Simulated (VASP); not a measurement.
# Ca (Fm-3m) in VASP: notebook

The runs below take Ca through single point, with r2SCAN, PBE.

Program: VASP 6.6.1. These are calculated values, not measurements. Logs are shortened: lines on timing, memory, paths and dates and some standing lists are left out, and cuts for length are marked.

## Step 1: The cell of the first run

The structure is cubic, space group Fm-3m (No. 225). The conventional cell has a = 5.490 Å, b = 5.490 Å, c = 5.490 Å, α = 90.00°, β = 90.00°, γ = 90.00°. Ca (site symmetry m-3m) has 12 Ca at 3.88 Å within 5.1 Å.

## Step 2: Single point, r2SCAN

Contents of POSCAR:

```
Ca
1.0
    0.0000000000      2.7447912865      2.7447912865
    2.7447912865      0.0000000000      2.7447912865
    2.7447912865      2.7447912865      0.0000000000
Ca
1
Direct
    0.0000000000      0.0000000000      0.0000000000
```

Contents of INCAR.step1:

```
PREC = Accurate
ENCUT = 520
ISMEAR = -1
SIGMA = 0.1
LREAL = F
LASPH = T
NELM = 100
NBANDS = 11
GGA = PE
ALGO = Normal
EDIFF = 1E-4
LWAVE = T
LCHARG = F
```

Contents of INCAR.step2:

```
PREC = Accurate
ENCUT = 520
EDIFF = 1E-6
ISMEAR = -1
SIGMA = 0.1
LREAL = F
LASPH = T
NELM = 100
ALGO = Normal
ISIF = 2
LWAVE = F
LCHARG = T
METAGGA = R2SCAN
LMIXTAU = T
LELF = T
LVHAR = T
NBANDS = 11
ISTART = 1
```

Contents of KPOINTS:

```
Automatic mesh
0
Gamma
  11 11 11
```

Potentials or basis: VASP PAW PBE potentials, release 64 (Ca_sv).

Launch:

```bash
> cat potpaw_PBE.64/Ca_sv/POTCAR > POTCAR
> cp INCAR.step1 INCAR
> mpirun -np 1 vasp_std > vasp.out
> cp INCAR.step2 INCAR
> mpirun -np 1 vasp_std > vasp.out
```

OUTCAR:

```text
PREC = Accurate
   ENCUT = 520
   EDIFF = 1E-6
   ISMEAR = -1
   LREAL = F
   LASPH = T
   NELM = 100
   ISIF = 2
   METAGGA = R2SCAN
   ISTART = 1

 ion  position               nearest neighbor table
   1  0.000  0.000  0.000-

  LATTYP: Found a face centered cubic cell.
 ALAT       =     5.4895825730

  Lattice vectors:

 A1 = (   0.0000000000,   2.7447912865,   2.7447912865)
 A2 = (   2.7447912865,   0.0000000000,   2.7447912865)
 A3 = (   2.7447912865,   2.7447912865,   0.0000000000)

Analysis of symmetry for initial positions (statically):
=====================================================================
 Subroutine PRICEL returns:
 Original cell was already a primitive cell.

 Routine SETGRP: Setting up the symmetry group for a
 face centered cubic supercell.

 Subroutine GETGRP returns: Found 48 space group operations
 (whereof 48 operations were pure point group operations)
 out of a pool of 48 trial point group operations.

The static configuration has the point symmetry O_h .

Analysis of symmetry for dynamics (positions and initial velocities):
=====================================================================
 Subroutine PRICEL returns:
 Original cell was already a primitive cell.

 Routine SETGRP: Setting up the symmetry group for a
 face centered cubic supercell.

 Subroutine GETGRP returns: Found 48 space group operations
 (whereof 48 operations were pure point group operations)
 out of a pool of 48 trial point group operations.

The dynamic configuration has the point symmetry O_h .

 Subroutine INISYM returns: Found 48 space group operations
 (whereof 48 operations are pure point group operations),
 and found     1 'primitive' translations

----------------------------------------------------------------------------------------

                                     Primitive cell

  volume of cell :      41.3579

  direct lattice vectors                    reciprocal lattice vectors
     0.000000000  2.744791286  2.744791286    -0.182163213  0.182163213  0.182163213
     2.744791286  0.000000000  2.744791286     0.182163213 -0.182163213  0.182163213
     2.744791286  2.744791286  0.000000000     0.182163213  0.182163213 -0.182163213

  length of vectors
     3.881721063  3.881721063  3.881721063     0.315515940  0.315515940  0.315515940

  position of ions in fractional coordinates (direct lattice)
     0.000000000  0.000000000  0.000000000

  ion indices of the primitive-cell ions
[... 80 lines left out ...]
   ISIF   =      2    stress and relaxation
   ISYM   =      2    0-nonsym 1-usesym 2-fastsym
   POTIM  = 0.5000    time-step for ionic-motion
   TEBEG  =    0.0;   TEEND  =   0.0 temperature during run
   PSTRESS=    0.0 pullay stress
   NELECT =      10.0000    total number of electrons
   NUPDOWN=      -1.0000    fix difference up-down
   EMIN   =  10.00;   EMAX   =-10.00  energy-range for DOS
   EFERMI =   0.00;   METHOD = LEGACY
   ISMEAR =    -1;   SIGMA  =   0.10  broadening in eV -4-tet -1-fermi 0-gaus
   EFERMI_NEDOS =   21; number of points for ismear=-14 and -15
   IALGO  =     38    algorithm
   IMIX   =      4    mixing-type and parameters
     AMIX     =   0.40;   BMIX     =  1.00
     AMIX_MAG =   1.60;   BMIX_MAG =  1.00
  volume/ion in A,a.u.               =      41.36       279.10
  Fermi-wavevector in a.u.,A,eV,Ry     =   1.019895  1.927322 14.152590  1.040186
  Thomas-Fermi vector in A             =   2.153434
   LORBIT       =      0    0 simple, 1 ext, 2 COOP (PROOUT), +10 PAW based schemes
   METAGGA = R2SCAN    functional components
   LHFCALC =     F    Hartree Fock is set to
   AEXX    =    0.0000 exact exchange contribution
   IVDW    =     0    specifies the selected vdW correction
   LEPSILON=     F    determine dielectric tensor
   LRPA    =     F    only Hartree local field effects (RPA)
 non-spin polarized calculation
  energy-cutoff  :      520.00
  volume of cell :       41.36
 maximum number of plane-waves:      1139
 NGX is ok and might be reduce to    30
   NGX = 15   NGY = 15   NGZ = 15

 number of electron      10.0000002 magnetization

 Free energy of the ion-electron system (eV)
  ---------------------------------------------------
  ext. energy  EPLUGINS =         0.00000000
  ---------------------------------------------------
  free energy    TOTEN  =        -7.04512477 eV

  energy without entropy =       -7.00929067  energy(sigma->0) =       -7.02720772

 E-fermi :   2.0802     XC(G=0):  -8.2858

 val. band max:        2.0570612650   @ k =   0.4545   0.0000   0.0000
 cond. band min:       2.0924678261   @ k =  -0.3636   0.3636   0.0909
 fundamental gap:      0.0354065611
 Fermi energy:         2.0802007177

 k-point     1 :       0.0000    0.0000    0.0000
  band No.  band energies     occupation
      1     -41.6423      2.00000
      2     -21.6684      2.00000
      3     -21.6684      2.00000
      4     -21.6683      2.00000
      5      -2.2462      2.00000
      6       4.8178      0.00000
      7       4.8178      0.00000
      8       4.8178      0.00000
      9       5.9750      0.00000
     10       5.9750      0.00000
     11      11.7668      0.00000
[... 309 lines left out ...]
 k-point    24 :      -0.1818    0.1818    0.0000
  band No.  band energies     occupation
      1     -41.6317      2.00000
      2     -21.7553      2.00000
      3     -21.7047      2.00000
      4     -21.6791      2.00000
      5      -0.7225      2.00000
      6       3.6382      0.00000
      7       4.4921      0.00000
      8       5.3326      0.00000
      9       5.4345      0.00000
     10       6.4931      0.00000
     11      10.2866      0.00000

 [... further k-points ...]

------------------------ aborting loop because EDIFF is reached ----------------------------------------

  FORCE on cell =-STRESS in cart. coord.  units (eV):
  Direction    XX          YY          ZZ          XY          YZ          ZX
  --------------------------------------------------------------------------------------
  -------------------------------------------------------------------------------------
  Total        0.2266692      0.2266692      0.2266692      0.0000000     -0.0000000      0.0000000
  in kB        8.7810213      8.7810213      8.7810213      0.0000000     -0.0000000      0.0000000
  external PRESSURE =       8.7810213 kB  Pullay stress =       0.0000000 kB

 VOLUME and BASIS-vectors are now :
 -----------------------------------------------------------------------------
  energy-cutoff  :      520.00
  volume of cell :       41.36
      direct lattice vectors                 reciprocal lattice vectors
     0.000000000  2.744791286  2.744791286    -0.182163213  0.182163213  0.182163213
     2.744791286  0.000000000  2.744791286     0.182163213 -0.182163213  0.182163213
     2.744791286  2.744791286  0.000000000     0.182163213  0.182163213 -0.182163213

 POSITION                                       TOTAL-FORCE (eV/Angst)
 -----------------------------------------------------------------------------------
      0.00000      0.00000      0.00000         0.000000      0.000000      0.000000
 -----------------------------------------------------------------------------------
    total drift:                               -0.000000     -0.000000     -0.000000

  FREE ENERGIE OF THE ION-ELECTRON SYSTEM (eV)
  ---------------------------------------------------
  free  energy   TOTEN  =        -7.0451247723 eV

  energy  without entropy=       -7.0092906733  energy(sigma->0) =       -7.02720772
```

OUTCAR.step1:

```text
PREC = Accurate
   ENCUT = 520
   ISMEAR = -1
   LREAL = F
   LASPH = T
   NELM = 100
[... 550 lines left out ...]

 POSITION                                       TOTAL-FORCE (eV/Angst)
 -----------------------------------------------------------------------------------
      0.00000      0.00000      0.00000         0.000000      0.000000      0.000000
 -----------------------------------------------------------------------------------
    total drift:                               -0.000000     -0.000000     -0.000000

  FREE ENERGIE OF THE ION-ELECTRON SYSTEM (eV)
  ---------------------------------------------------
  free  energy   TOTEN  =        -1.9497675022 eV

  energy  without entropy=       -1.9102536684  energy(sigma->0) =       -1.93001059
```

OSZICAR.step1:

```text
N       E                     dE             d eps       ncg     rms          rms(c)
DAV:   1     0.678891257935E+02    0.67889E+02   -0.50307E+03  1232   0.829E+02
DAV:   2    -0.336349225765E+00   -0.68225E+02   -0.67560E+02  1346   0.212E+02
DAV:   3    -0.185547868657E+01   -0.15191E+01   -0.14994E+01  1730   0.312E+01
DAV:   4    -0.195988174624E+01   -0.10440E+00   -0.10405E+00  1650   0.624E+00
DAV:   5    -0.196174972834E+01   -0.18680E-02   -0.18673E-02  1665   0.743E-01    0.219E+00
DAV:   6    -0.195275458824E+01    0.89951E-02   -0.11622E-02  1532   0.117E+00    0.134E+00
DAV:   7    -0.195020545764E+01    0.25491E-02   -0.17015E-02  1447   0.151E+00    0.103E-01
DAV:   8    -0.194975600687E+01    0.44945E-03   -0.20122E-03  1435   0.426E-01    0.226E-02
DAV:   9    -0.194976750222E+01   -0.11495E-04   -0.81518E-05  1268   0.810E-02
   1 F= -.19497675E+01 E0= -.19300106E+01  d E =-.395138E-01
```

Wall time 46 s (1 thread of AMD EPYC 9R45 (Zen 5), shared host); peak memory 0.15 GiB.

Results:

* Free energy: -7.0451 eV
* Pressure: 0.9 GPa
* Band gap on the k mesh: zero (bands 5 and 6 overlap by 0.38 eV)

Caveat: the PAW data sets were made with another functional, which shifts forces and pressure a little.

(Part 1 of 3 ends here.)
